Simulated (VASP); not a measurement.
# PbO (P6_3mc) in VASP: further runs, part 3 of 3

VASP 6.6.1. The steps go on from the part before.

### 5 Single point, r2SCAN

This run uses another cell than the first one, of 21.44 Å³/atom.

Contents of POSCAR:

```
PbO
1.0
    4.1968627715      0.0000000000      0.0000000000
   -2.0984313858      3.6345897763      0.0000000000
    0.0000000000      0.0000000000      5.6222891698
Pb O
2 2
Direct
    0.3333333333      0.6666666667     -0.0195315528
    0.6666666667      0.3333333333      0.4804684472
    0.3333333333      0.6666666667      0.3945315528
    0.6666666667      0.3333333333      0.8945315528
```

Contents of INCAR.step1:

```
ALGO = Normal ; EDIFF = 1E-4
ENCUT = 520 ; GGA = PE
ISMEAR = 0 ; LASPH = T
LCHARG = F ; LREAL = F
LWAVE = T ; NBANDS = 28
NELM = 80 ; PREC = Accurate
SIGMA = 0.01
```

Contents of INCAR.step2:

```
ALGO = Normal ; EDIFF = 1E-6
ENCUT = 520 ; ISIF = 2
ISMEAR = 0 ; ISTART = 1
LASPH = T ; LCHARG = T
LELF = T ; LMIXTAU = T
LREAL = F ; LVHAR = T
LWAVE = F ; METAGGA = R2SCAN
NBANDS = 28 ; NELM = 80
PREC = Accurate ; SIGMA = 0.01
```

Contents of KPOINTS:

```
k-points
0
Gamma
  12 12 4
```

Potentials or basis: VASP PAW PBE potentials, release 64 (Pb_d, O).

Started as:

```bash
> cat potpaw_PBE.64/Pb_d/POTCAR potpaw_PBE.64/O/POTCAR > POTCAR
> cp INCAR.step1 INCAR
> mpirun -np 1 vasp_std > vasp.out
> cp INCAR.step2 INCAR
> mpirun -np 1 vasp_std > vasp.out
```

OUTCAR:

```text
EDIFF = 1E-6
   ENCUT = 520
   ISIF = 2
   ISMEAR = 0
   ISTART = 1
   LASPH = T
   LREAL = F
   METAGGA = R2SCAN
   NELM = 80
   PREC = Accurate

 ion  position               nearest neighbor table
   1  0.333  0.667  0.980-   3 2.33   4 2.47   4 2.47   4 2.47   2 3.71   2 3.71   2 3.71   2 3.71
                             2 3.71   2 3.71
   2  0.667  0.333  0.480-   4 2.33   3 2.47   3 2.47   3 2.47   1 3.71   1 3.71   1 3.71   1 3.71
                             1 3.71   1 3.71
   3  0.333  0.667  0.395-   1 2.33   2 2.47   2 2.47   2 2.47
   4  0.667  0.333  0.895-   2 2.33   1 2.47   1 2.47   1 2.47

  LATTYP: Found a hexagonal cell.
 ALAT       =     4.1968627715
 C/A-ratio  =     1.3396409356

  Lattice vectors:

 A1 = (   4.1968627715,   0.0000000000,   0.0000000000)
 A2 = (  -2.0984313858,   3.6345897763,   0.0000000000)
 A3 = (   0.0000000000,   0.0000000000,   5.6222891698)

Analysis of symmetry for initial positions (statically):
=====================================================================
 Subroutine PRICEL returns:
[... 177 lines left out ...]

 E-fermi :   4.5178     XC(G=0): -10.0471

 val. band max:        4.4599195070   @ k =   0.3333   0.3333   0.5000
 cond. band min:       6.5029077423   @ k =   0.5000   0.0000   0.5000
 fundamental gap:      2.0429882352
 Fermi energy:         4.5178222743

 k-point     1 :       0.0000    0.0000    0.0000
  band No.  band energies     occupation
      1     -14.3035      2.00000
      2     -14.1940      2.00000
      3     -12.2605      2.00000
      4     -12.2605      2.00000
      5     -12.2268      2.00000
      6     -12.2268      2.00000
[... 733 lines left out ...]
     27      13.0640      0.00000
     28      15.4160      0.00000

 [... further k-points ...]

------------------------ aborting loop because EDIFF is reached ----------------------------------------

  FORCE on cell =-STRESS in cart. coord.  units (eV):
  Direction    XX          YY          ZZ          XY          YZ          ZX
  --------------------------------------------------------------------------------------
  -------------------------------------------------------------------------------------
  Total        0.1199738      0.1199738      0.1968393     -0.0000000     -0.0000000      0.0000000
  in kB        2.2413191      2.2413191      3.6773001     -0.0000000     -0.0000000      0.0000000
  external PRESSURE =       2.7199794 kB  Pullay stress =       0.0000000 kB

 VOLUME and BASIS-vectors are now :
 -----------------------------------------------------------------------------
  energy-cutoff  :      520.00
  volume of cell :       85.76
      direct lattice vectors                 reciprocal lattice vectors
     4.196862772  0.000000000  0.000000000     0.238273218  0.137567107  0.000000000
    -2.098431386  3.634589776  0.000000000     0.000000000  0.275134214  0.000000000
     0.000000000  0.000000000  5.622289170     0.000000000  0.000000000  0.177863495

 POSITION                                       TOTAL-FORCE (eV/Angst)
 -----------------------------------------------------------------------------------
     -0.00000      2.42306      5.51248        -0.000000     -0.000000     -0.037822
      2.09843      1.21153      2.70133         0.000000      0.000000     -0.037822
     -0.00000      2.42306      2.21817        -0.000000     -0.000000      0.037822
      2.09843      1.21153      5.02932         0.000000      0.000000      0.037822
 -----------------------------------------------------------------------------------
    total drift:                               -0.000000      0.000000     -0.001313

  FREE ENERGIE OF THE ION-ELECTRON SYSTEM (eV)
  ---------------------------------------------------
  free  energy   TOTEN  =      -128.5559202238 eV

  energy  without entropy=     -128.5559202238  energy(sigma->0) =     -128.55592022
```

OUTCAR.step1:

```text
EDIFF = 1E-4
   ENCUT = 520
   GGA = PE
   ISMEAR = 0
[... 978 lines left out ...]
     -0.00000      2.42306      5.51248        -0.000000      0.000000     -0.108874
      2.09843      1.21153      2.70133         0.000000     -0.000000     -0.108874
     -0.00000      2.42306      2.21817         0.000000      0.000000      0.108874
      2.09843      1.21153      5.02932        -0.000000      0.000000      0.108874
 -----------------------------------------------------------------------------------
    total drift:                               -0.000000      0.000000      0.001953

  FREE ENERGIE OF THE ION-ELECTRON SYSTEM (eV)
  ---------------------------------------------------
  free  energy   TOTEN  =       -20.8614718689 eV

  energy  without entropy=      -20.8614718689  energy(sigma->0) =      -20.86147187
```

OSZICAR.step1:

```text
N       E                     dE             d eps       ncg     rms          rms(c)
DAV:   1     0.479725031773E+03    0.47973E+03   -0.20026E+04  3192   0.167E+03
DAV:   2     0.414817161024E+02   -0.43824E+03   -0.42078E+03  3260   0.446E+02
DAV:   3    -0.225506656719E+02   -0.64032E+02   -0.62250E+02  4052   0.185E+02
DAV:   4    -0.256195023038E+02   -0.30688E+01   -0.30591E+01  3720   0.429E+01
DAV:   5    -0.257141856977E+02   -0.94683E-01   -0.94670E-01  3776   0.798E+00    0.127E+01
DAV:   6    -0.213894925132E+02    0.43247E+01   -0.26950E+01  4872   0.364E+01    0.713E+00
DAV:   7    -0.208962848316E+02    0.49321E+00   -0.44287E+00  4128   0.151E+01    0.237E+00
DAV:   8    -0.208686776851E+02    0.27607E-01   -0.70027E-01  3292   0.600E+00    0.105E+00
DAV:   9    -0.208592817817E+02    0.93959E-02   -0.38842E-02  4544   0.141E+00    0.296E-01
DAV:  10    -0.208615335294E+02   -0.22517E-02   -0.60347E-03  3708   0.488E-01    0.148E-01
DAV:  11    -0.208614718689E+02    0.61660E-04   -0.58454E-04  3864   0.158E-01
   1 F= -.20861472E+02 E0= -.20861472E+02  d E =-.148014E-74
```

Wall time 2.8 min (1 thread of Intel Xeon 6975P-C (Granite Rapids), shared host); peak memory 0.28 GiB.

Results:

```yaml
Free_energy: -128.5559 eV
Pressure: 0.3 GPa
Largest_force: 0.038 eV/Å
Band_gap_on_the_k_mesh: 2.04 eV (least direct gap 2.33 eV)
```

Forces on the atoms (eV/Å):
```
Pb   0.000  0.000 -0.038
Pb   0.000  0.000 -0.038
O    0.000  0.000  0.038
O    0.000  0.000  0.038
```

Caveat: the PAW data sets were made with another functional, which shifts forces and pressure a little; spin-orbit coupling is left out, which moves the levels of the heavy elements. A k mesh can miss the band edges.

### 6 Overview

| level | cell | k mesh | gap on the mesh (eV) | pressure (GPa) | largest force (eV/Å) |
| --- | --- | --- | --- | --- | --- |
| r2SCAN | a = 4.238, b = 4.238, c = 5.678 Å, angles 90.0, 90.0, 120.0°, 4 atoms | 6 × 6 × 4 | 2.07 | -1.8 | 0.05 |
| r2SCAN | a = 4.279, b = 4.279, c = 5.733 Å, angles 90.0, 90.0, 120.0°, 4 atoms | 6 × 6 × 4 | 2.10 | -3.6 | 0.12 |
| PBE | a = 4.197, b = 4.197, c = 5.622 Å, angles 90.0, 90.0, 120.0°, 4 atoms | 12 × 12 × 4 | 1.88 | 2.4 | 0.11 |
| r2SCAN | a = 4.197, b = 4.197, c = 5.622 Å, angles 90.0, 90.0, 120.0°, 4 atoms | 12 × 12 × 4 | 2.04 | 0.3 | 0.04 |

Alike in all rows: task single point; potentials or basis VASP PAW PBE potentials, release 64 (Pb_d, O); no spin polarisation; cutoff (eV) 520; smearing gaussian 0.01 eV.

Caveats: spin-orbit coupling is left out, which moves the levels of the heavy elements; the PAW data sets were made with another functional, which shifts forces and pressure a little (at least some runs); the cell stands under tension (at least some runs).

Total energies depend on the potentials used, so only differences within one code and one set of settings carry meaning.
